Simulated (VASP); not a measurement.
# SnO2 (P2_12_12) in VASP: a series of runs

The runs below take SnO2 through single point, with PBEsol.

Program: VASP 6.6.1. These are calculated values, not measurements. Logs are shortened: lines on timing, memory, paths and dates and some standing lists are left out, and cuts for length are marked.

### 1 The cell of the first run

It takes space group P2_12_12 (No. 18, orthorhombic). The conventional cell has a = 4.769 Å, b = 4.769 Å, c = 3.211 Å, α = 90.00°, β = 90.00°, γ = 90.00°. Within 2.7 Å of Sn (site symmetry 2) lie 6 O at 2.05 to 2.19 Å. Within 2.8 Å of O (site symmetry 1) lie 3 Sn at 2.05 to 2.19 Å and 4 O at 2.59 to 2.76 Å.

### 2 Single point, PBEsol (atoms displaced along several vibrational modes)

INCAR reads:

```
SYSTEM = SnO2
PREC = Accurate
ENCUT = 520
EDIFF = 1E-6
ISMEAR = 0
SIGMA = 0.05
LREAL = .FALSE.
LASPH = .TRUE.
NELM = 100
ALGO = Normal
ISIF = 2
LWAVE = .FALSE.
LCHARG = .FALSE.
GGA = PS
NBANDS = 35
```

KPOINTS reads:

```
regular mesh
0
G
  6 6 8
  0 0 0
```

POSCAR reads:

```
SnO2
1.0
    4.7687243422      0.0000000000      0.0000000000
    0.0000000000      4.7687243422      0.0000000000
    0.0000000000      0.0000000000      3.2113691866
Sn O
2 4
Direct
    0.0000000000      0.0000000000     -0.0669496366
    0.5000000000      0.5000000000      0.5669496366
    0.2397944558      0.3728016790      0.0384145629
    0.2602055442      0.8728016790      0.4615854371
    0.7602055442      0.6271983210      0.0384145629
    0.7397944558      0.1271983210      0.4615854371
```

Potentials or basis: VASP PAW PBE potentials, release 64 (Sn_d, O).

Started as:

```console
cat potpaw_PBE.64/Sn_d/POTCAR potpaw_PBE.64/O/POTCAR > POTCAR
mpirun -np 1 vasp_std > vasp.out
```

OUTCAR:

```text
SYSTEM = SnO2
   PREC = Accurate
   ENCUT = 520
   EDIFF = 1E-6
   ISMEAR = 0
   LREAL = .FALSE.
   LASPH = .TRUE.
   NELM = 100
   ISIF = 2
   GGA = PS

 ion  position               nearest neighbor table
   1  0.000  0.000  0.933-   4 2.05   6 2.05   5 2.14   3 2.14   4 2.19   6 2.19   2 3.57   2 3.57
                             2 3.57   2 3.57
   2  0.500  0.500  0.567-   3 2.05   5 2.05   4 2.14   6 2.14   3 2.19   5 2.19   1 3.57   1 3.57
                             1 3.57   1 3.57
   3  0.240  0.373  0.038-   2 2.05   1 2.14   2 2.19
   4  0.260  0.873  0.462-   1 2.05   2 2.14   1 2.19
   5  0.760  0.627  0.038-   2 2.05   1 2.14   2 2.19
   6  0.740  0.127  0.462-   1 2.05   2 2.14   1 2.19

  LATTYP: Found a simple tetragonal cell.
 ALAT       =     4.7687243422
 C/A-ratio  =     0.6734231120

  Lattice vectors:

 A1 = (   4.7687243422,   0.0000000000,   0.0000000000)
 A2 = (   0.0000000000,   4.7687243422,   0.0000000000)
 A3 = (   0.0000000000,   0.0000000000,   3.2113691866)

Analysis of symmetry for initial positions (statically):
=====================================================================
 Subroutine PRICEL returns:
 Original cell was already a primitive cell.

 Routine SETGRP: Setting up the symmetry group for a
 simple tetragonal supercell.

 Subroutine GETGRP returns: Found  4 space group operations
 (whereof  2 operations were pure point group operations)
 out of a pool of 16 trial point group operations.

The static configuration has the point symmetry C_2 .
 The point group associated with its full space group is D_2 .

Analysis of symmetry for dynamics (positions and initial velocities):
=====================================================================
 Subroutine PRICEL returns:
 Original cell was already a primitive cell.

 Routine SETGRP: Setting up the symmetry group for a
 simple tetragonal supercell.

 Subroutine GETGRP returns: Found  4 space group operations
 (whereof  2 operations were pure point group operations)
 out of a pool of 16 trial point group operations.

The dynamic configuration has the point symmetry C_2 .
 The point group associated with its full space group is D_2 .

 Subroutine INISYM returns: Found  4 space group operations
 (whereof  2 operations are pure point group operations),
 and found     1 'primitive' translations

----------------------------------------------------------------------------------------

                                     Primitive cell

  volume of cell :      73.0289

  direct lattice vectors                    reciprocal lattice vectors
     4.768724342  0.000000000  0.000000000     0.209699687  0.000000000  0.000000000
     0.000000000  4.768724342  0.000000000     0.000000000  0.209699687  0.000000000
     0.000000000  0.000000000  3.211369187     0.000000000  0.000000000  0.311393659

  length of vectors
     4.768724342  4.768724342  3.211369187     0.209699687  0.209699687  0.311393659

  position of ions in fractional coordinates (direct lattice)
     0.000000000  0.000000000  0.933050363
     0.500000000  0.500000000  0.566949637
     0.239794456  0.372801679  0.038414563
     0.260205544  0.872801679  0.461585437
     0.760205544  0.627198321  0.038414563
     0.739794456  0.127198321  0.461585437

  ion indices of the primitive-cell ions
   primitive index   ion index
                 1           1
                 2           2
                 3           3
                 4           4
                 5           5
                 6           6

----------------------------------------------------------------------------------------

 KPOINTS: regular mesh

Automatic generation of k-mesh.
 Grid dimensions read from file:
 generate k-points for:    6    6    8

 Generating k-lattice:

  Cartesian coordinates                     Fractional coordinates (reciprocal lattice)
     0.034949948  0.000000000  0.000000000     0.166666667  0.000000000  0.000000000
     0.000000000  0.034949948  0.000000000     0.000000000  0.166666667  0.000000000
     0.000000000  0.000000000  0.038924207     0.000000000  0.000000000  0.125000000

  Length of vectors
     0.034949948  0.034949948  0.038924207

  Shift w.r.t. Gamma in fractional coordinates (k-lattice)
     0.000000000  0.000000000  0.000000000

 Subroutine IBZKPT returns following result:
 ===========================================

 Found     80 irreducible k-points:

 Following reciprocal coordinates:
            Coordinates               Weight
  0.000000  0.000000  0.000000      1.000000
  0.166667  0.000000  0.000000      2.000000
  0.000000  0.166667  0.000000      2.000000
  0.333333  0.000000  0.000000      2.000000
  0.000000  0.333333  0.000000      2.000000
  0.500000  0.000000  0.000000      1.000000
[... 16 lines left out ...]
  0.000000  0.500000  0.125000      2.000000
  0.166667  0.166667  0.125000      8.000000
 [... further k-points ...]
[... 54 lines left out ...]
   NGX = 17   NGY = 17   NGZ = 11

 number of electron      52.0000003 magnetization

 Free energy of the ion-electron system (eV)
  ---------------------------------------------------
  ext. energy  EPLUGINS =         0.00000000
  ---------------------------------------------------
  free energy    TOTEN  =       -38.69902711 eV

  energy without entropy =      -38.69902711  energy(sigma->0) =      -38.69902711

 E-fermi :   6.0968     XC(G=0): -11.5266

 val. band max:        5.8196679037   @ k =   0.3333   0.0000   0.0000
 cond. band min:       6.6180328729   @ k =   0.0000   0.0000   0.0000
 fundamental gap:      0.7983649692
 Fermi energy:         6.0968423992

 k-point     1 :       0.0000    0.0000    0.0000
  band No.  band energies     occupation
      1     -15.0141      2.00000
      2     -14.4456      2.00000
      3     -14.2793      2.00000
      4     -14.2619      2.00000
      5     -14.2487      2.00000
      6     -14.1690      2.00000
[... 27 lines left out ...]
     34      17.1549      0.00000
     35      17.5001      0.00000

 k-point     2 :       0.1667    0.0000    0.0000
  band No.  band energies     occupation
      1     -14.9794      2.00000
      2     -14.4804      2.00000
      3     -14.2803      2.00000
      4     -14.2587      2.00000
      5     -14.2554      2.00000
      6     -14.1624      2.00000
[... 27 lines left out ...]
     34      17.6421      0.00000
     35      17.9495      0.00000

 k-point     3 :       0.0000    0.1667    0.0000
  band No.  band energies     occupation
      1     -14.9813      2.00000
      2     -14.4831      2.00000
      3     -14.2845      2.00000
      4     -14.2713      2.00000
      5     -14.2421      2.00000
      6     -14.1620      2.00000
[... 27 lines left out ...]
     34      17.5305      0.00000
     35      17.5966      0.00000

 k-point     4 :       0.3333    0.0000    0.0000
  band No.  band energies     occupation
      1     -14.8812      2.00000
      2     -14.5880      2.00000
      3     -14.2812      2.00000
      4     -14.2734      2.00000
      5     -14.2388      2.00000
      6     -14.1860      2.00000
[... 27 lines left out ...]
     34      18.1037      0.00000
     35      18.2526      0.00000

 k-point     5 :       0.0000    0.3333    0.0000
  band No.  band energies     occupation
      1     -14.8873      2.00000
      2     -14.5956      2.00000
      3     -14.2920      2.00000
      4     -14.2867      2.00000
      5     -14.2279      2.00000
      6     -14.1853      2.00000
[... 638 lines left out ...]
 k-point    22 :       0.5000    0.0000    0.1250
  band No.  band energies     occupation
      1     -14.7195      2.00000
      2     -14.7195      2.00000
      3     -14.3444      2.00000
      4     -14.3444      2.00000
      5     -14.2091      2.00000
      6     -14.2091      2.00000
[... 27 lines left out ...]
     34      17.1503      0.00000
     35      18.9740      0.00000

 k-point    23 :       0.0000    0.5000    0.1250
  band No.  band energies     occupation
      1     -14.7199      2.00000
      2     -14.7199      2.00000
      3     -14.3569      2.00000
      4     -14.3569      2.00000
      5     -14.2027      2.00000
      6     -14.2027      2.00000
[... 27 lines left out ...]
     34      17.0926      0.00000
     35      18.1075      0.00000

 k-point    24 :       0.1667    0.1667    0.1250
  band No.  band energies     occupation
      1     -14.9020      2.00000
      2     -14.4934      2.00000
      3     -14.3705      2.00000
      4     -14.3393      2.00000
      5     -14.2480      2.00000
      6     -14.1611      2.00000
[... 27 lines left out ...]
     34      17.2723      0.00000
     35      17.9333      0.00000

 [... further k-points ...]

------------------------ aborting loop because EDIFF is reached ----------------------------------------

  FORCE on cell =-STRESS in cart. coord.  units (eV):
  Direction    XX          YY          ZZ          XY          YZ          ZX
  --------------------------------------------------------------------------------------
  -------------------------------------------------------------------------------------
  Total       -2.1974026     -2.0237883     -3.6381948      0.0000000      0.0000000      0.0000000
  in kB      -48.2087142    -44.3997979    -79.8181878      0.0000000      0.0000000      0.0000000
  external PRESSURE =     -57.4755666 kB  Pullay stress =       0.0000000 kB

 VOLUME and BASIS-vectors are now :
 -----------------------------------------------------------------------------
  energy-cutoff  :      520.00
  volume of cell :       73.03
      direct lattice vectors                 reciprocal lattice vectors
     4.768724342  0.000000000  0.000000000     0.209699687  0.000000000  0.000000000
     0.000000000  4.768724342  0.000000000     0.000000000  0.209699687  0.000000000
     0.000000000  0.000000000  3.211369187     0.000000000  0.000000000  0.311393659

 POSITION                                       TOTAL-FORCE (eV/Angst)
 -----------------------------------------------------------------------------------
      0.00000      0.00000      2.99637         0.000000      0.000000      1.588944
      2.38436      2.38436      1.82068         0.000000      0.000000     -1.588944
      1.14351      1.77779      0.12336         0.773571     -0.536296     -0.299067
      1.24085      4.16215      1.48232        -0.773571     -0.536296      0.299067
      3.62521      2.99094      0.12336        -0.773571      0.536296     -0.299067
      3.52788      0.60657      1.48232         0.773571      0.536296      0.299067
 -----------------------------------------------------------------------------------
    total drift:                                0.000000     -0.000000     -0.000000

  FREE ENERGIE OF THE ION-ELECTRON SYSTEM (eV)
  ---------------------------------------------------
  free  energy   TOTEN  =       -38.6990271127 eV

  energy  without entropy=      -38.6990271127  energy(sigma->0) =      -38.69902711
```

Wall time 2.2 min (1 thread of Intel Xeon Platinum 8488C (Sapphire Rapids), shared host); peak memory 0.28 GiB.

What came out:

| Property | Result |
| --- | --- |
| Free energy | -38.6990 eV |
| Pressure | -5.7 GPa |
| Largest force | 1.589 eV/Å |
| Band gap on the k mesh | 0.80 eV (least direct gap 0.81 eV) |

Forces on the atoms (eV/Å):
```
Sn   0.000  0.000  1.589
Sn   0.000  0.000 -1.589
O    0.774 -0.536 -0.299
O   -0.774 -0.536  0.299
O   -0.774  0.536 -0.299
O    0.774  0.536  0.299
```

Stress tensor (GPa, compression positive):
```
-4.82  0.00  0.00
 0.00 -4.44  0.00
 0.00  0.00 -7.98
```

Levels at points of the mesh, in eV from the valence-band top:
```tsv
k point	band 23	band 24	band 25	band 26	band 27	band 28	band 29	band 30
(0.00, 0.00, 0.00)	-0.92	-0.66	-0.36	-0.01	0.80	5.16	5.99	6.42
(0.50, 0.00, 0.00)	-1.12	-1.12	-0.12	-0.12	3.13	3.13	5.84	5.84
(0.00, 0.50, 0.00)	-1.05	-1.05	-0.52	-0.52	3.75	3.75	7.42	7.42
(0.50, 0.50, 0.00)	-1.32	-1.32	-0.41	-0.41	4.12	4.12	6.41	6.41
(0.00, 0.00, 0.50)	-2.04	-1.30	-0.40	-0.38	4.45	5.27	8.21	8.92
(0.50, 0.00, 0.50)	-1.27	-1.27	-0.58	-0.58	5.25	5.25	7.55	7.55
(0.00, 0.50, 0.50)	-1.02	-1.02	-0.23	-0.23	4.83	4.83	6.55	6.55
(0.50, 0.50, 0.50)	-1.11	-1.11	-0.36	-0.36	4.12	4.12	7.95	7.95
```

Caveat: the cell differs from its parent crystal (atoms displaced along several vibrational modes); the cell stands under tension; semilocal functionals underestimate gaps, and a narrow one can read as zero; the PAW data sets were made with another functional, which shifts forces and pressure a little; spin-orbit coupling is left out, which moves the levels of the heavy elements.

### 3 Single point, PBEsol (atoms displaced along several vibrational modes)

INCAR reads:

```
ALGO     = Normal         # electronic algorithm
EDIFF    = 1E-6           # SCF threshold, eV
ENCUT    = 520            # plane-wave cutoff, eV
GGA      = PS             # functional
ISIF     = 2              # what is computed and relaxed
ISMEAR   = 0              # smearing method
LASPH    = True           # aspherical terms in the spheres
LCHARG   = True           # write CHGCAR
LELF     = True           # ELF
LREAL    = False          # projectors in reciprocal space
LVHAR    = True         
LWAVE    = False          # write WAVECAR
NBANDS   = 35             # bands
NELM     = 80             # most SCF steps
PREC     = Accurate       # precision mode
SIGMA    = 0.05           # smearing width, eV
```

KPOINTS reads:

```
k-points
0
Gamma
  6 6 8
```

POSCAR reads:

```
SnO2
1.0
    4.7687243422      0.0000000000      0.0000000000
    0.0000000000      4.7687243422      0.0000000000
    0.0000000000      0.0000000000      3.2113691866
Sn O
2 4
Direct
    0.0000000000      0.0000000000     -0.0334748183
    0.5000000000      0.5000000000      0.5334748183
    0.2841301969      0.3284659379      0.0192072814
    0.2158698031      0.8284659379      0.4807927186
    0.7158698031      0.6715340621      0.0192072814
    0.7841301969      0.1715340621      0.4807927186
```

Potentials or basis: VASP PAW PBE potentials, release 64 (Sn_d, O).

Started as:

```console
cat potpaw_PBE.64/Sn_d/POTCAR potpaw_PBE.64/O/POTCAR > POTCAR
mpirun -np 1 vasp_std > vasp.out
```

Wall time 2.1 min (1 thread of Intel Xeon Platinum 8488C (Sapphire Rapids), shared host); peak memory 0.28 GiB.

Results (log left out):

- Free energy: -39.5269 eV
- Pressure: -0.1 GPa
- Largest force: 0.967 eV/Å
- Band gap on the k mesh: 1.04 eV (least direct gap 1.05 eV)

Forces on the atoms (eV/Å):
```
Sn   0.000  0.000  0.967
Sn   0.000  0.000 -0.967
O    0.026 -0.131 -0.074
O   -0.026 -0.131  0.074
O   -0.026  0.131 -0.074
O    0.026  0.131  0.074
```

Stress tensor (GPa, compression positive):
```
-0.78  0.00  0.00
 0.00  0.58  0.00
 0.00  0.00 -0.22
```

Levels at points of the mesh, in eV from the valence-band top:
| k point | band 23 | band 24 | band 25 | band 26 | band 27 | band 28 | band 29 | band 30 |
| --- | --- | --- | --- | --- | --- | --- | --- | --- |
| (0.00, 0.00, 0.00) | -1.07 | -0.61 | -0.49 | -0.01 | 1.04 | 5.90 | 6.12 | 6.25 |
| (0.50, 0.00, 0.00) | -1.07 | -1.07 | -0.31 | -0.31 | 4.01 | 4.01 | 6.54 | 6.54 |
| (0.00, 0.50, 0.00) | -1.07 | -1.07 | -0.58 | -0.58 | 4.27 | 4.27 | 7.26 | 7.26 |
| (0.50, 0.50, 0.00) | -1.20 | -1.20 | -0.70 | -0.70 | 4.59 | 4.59 | 7.24 | 7.24 |
| (0.00, 0.00, 0.50) | -1.71 | -1.31 | -1.01 | -1.00 | 5.63 | 6.10 | 9.28 | 9.71 |
| (0.50, 0.00, 0.50) | -0.84 | -0.84 | -0.71 | -0.71 | 6.18 | 6.18 | 7.92 | 7.92 |
| (0.00, 0.50, 0.50) | -1.04 | -1.04 | -0.51 | -0.51 | 6.03 | 6.03 | 7.59 | 7.59 |
| (0.50, 0.50, 0.50) | -0.83 | -0.83 | -0.62 | -0.62 | 4.63 | 4.63 | 8.62 | 8.62 |

Caveat: the cell differs from its parent crystal (atoms displaced along several vibrational modes); the PAW data sets were made with another functional, which shifts forces and pressure a little; spin-orbit coupling is left out, which moves the levels of the heavy elements.

### 4 Single point, PBEsol (atoms displaced along several vibrational modes)

INCAR reads:

```
PREC = Accurate
ENCUT = 520
EDIFF = 1E-6
ISMEAR = 0
SIGMA = 0.05
LREAL = F
LASPH = T
NELM = 80
ALGO = Normal
ISIF = 2
LWAVE = F
LCHARG = T
GGA = PS
LELF = T
LVHAR = T
NBANDS = 35
```

KPOINTS reads:

```
regular mesh
0
Gamma
  6 6 8
```

POSCAR reads:

```
SnO2
1.0
    4.7687243422      0.0000000000      0.0000000000
    0.0000000000      4.7687243422      0.0000000000
    0.0000000000      0.0000000000      3.2113691866
Sn O
2 4
Direct
    0.0000000000      0.0000000000     -0.0501966578
    0.5000000000      0.5000000000      0.5501966578
    0.2176265853      0.3949695495      0.0288019885
    0.2823734147      0.8949695495      0.4711980115
    0.7823734147      0.6050304505      0.0288019885
    0.7176265853      0.1050304505      0.4711980115
```

Started as:

```console
cat potpaw_PBE.64/Sn_d/POTCAR potpaw_PBE.64/O/POTCAR > POTCAR
mpirun -np 1 vasp_std > vasp.out
```

Run time: 2.3 min. Hardware: 1 thread of Intel Xeon Platinum 8488C (Sapphire Rapids), shared host; peak memory 0.28 GiB.

Results (log left out):

```yaml
Free_energy: -38.0212 eV
Pressure: -8.1 GPa
Largest_force: 2.198 eV/Å
Band_gap_on_the_k_mesh: 0.29 eV
```

Forces on the atoms (eV/Å):
```
Sn   0.000  0.000  0.992
Sn   0.000  0.000 -0.992
O    1.998 -0.870 -0.287
O   -1.998 -0.870  0.287
O   -1.998  0.870 -0.287
O    1.998  0.870  0.287
```

Stress tensor (GPa, compression positive):
```
 -4.76   0.00   0.00
  0.00  -7.65   0.00
  0.00   0.00 -11.78
```

Levels at points of the mesh, in eV from the valence-band top:
```csv
k point,band 24,band 25,band 26,band 27,band 28,band 29
"(0.00, 0.00, 0.00)",-1.05,-0.34,0.00,0.29,4.28,5.74
"(0.50, 0.00, 0.00)",-1.45,-0.73,-0.73,2.63,2.63,5.35
"(0.00, 0.50, 0.00)",-1.26,-0.56,-0.56,3.18,3.18,7.04
"(0.50, 0.50, 0.00)",-1.74,-0.49,-0.49,3.64,3.64,5.64
"(0.00, 0.00, 0.50)",-1.85,-0.18,-0.16,3.59,4.15,7.27
"(0.50, 0.00, 0.50)",-1.81,-0.77,-0.77,4.40,4.40,6.97
"(0.00, 0.50, 0.50)",-1.49,-0.04,-0.04,3.91,3.91,5.66
"(0.50, 0.50, 0.50)",-1.70,-0.55,-0.55,3.57,3.57,7.42
```

Caveat: the cell differs from its parent crystal (atoms displaced along several vibrational modes); the stress differs along the axes, from -12 to -5 GPa; semilocal functionals underestimate gaps, and a narrow one can read as zero; the PAW data sets were made with another functional, which shifts forces and pressure a little; spin-orbit coupling is left out, which moves the levels of the heavy elements.

### 5 The runs side by side

```tsv
cell	gap on the mesh (eV)	pressure (GPa)	largest force (eV/Å)
as given, atomic positions A	0.80	-5.7	1.59
as given, atomic positions B	1.04	-0.1	0.97
as given, atomic positions C	0.29	-8.1	2.20
```

Alike in all rows: task single point; level PBEsol; potentials or basis VASP PAW PBE potentials, release 64 (Sn_d, O); no spin polarisation; k mesh 6 × 6 × 8; cutoff (eV) 520; smearing gaussian 0.05 eV.

Caveats: the PAW data sets were made with another functional, which shifts forces and pressure a little; spin-orbit coupling is left out, which moves the levels of the heavy elements; semilocal functionals underestimate gaps, and a narrow one can read as zero (at least some runs); the cell stands under tension (at least some runs); the stress differs along the axes, from -12 to -5 GPa (at least some runs).

Total energies depend on the potentials used, so only differences within one code and one set of settings carry meaning.
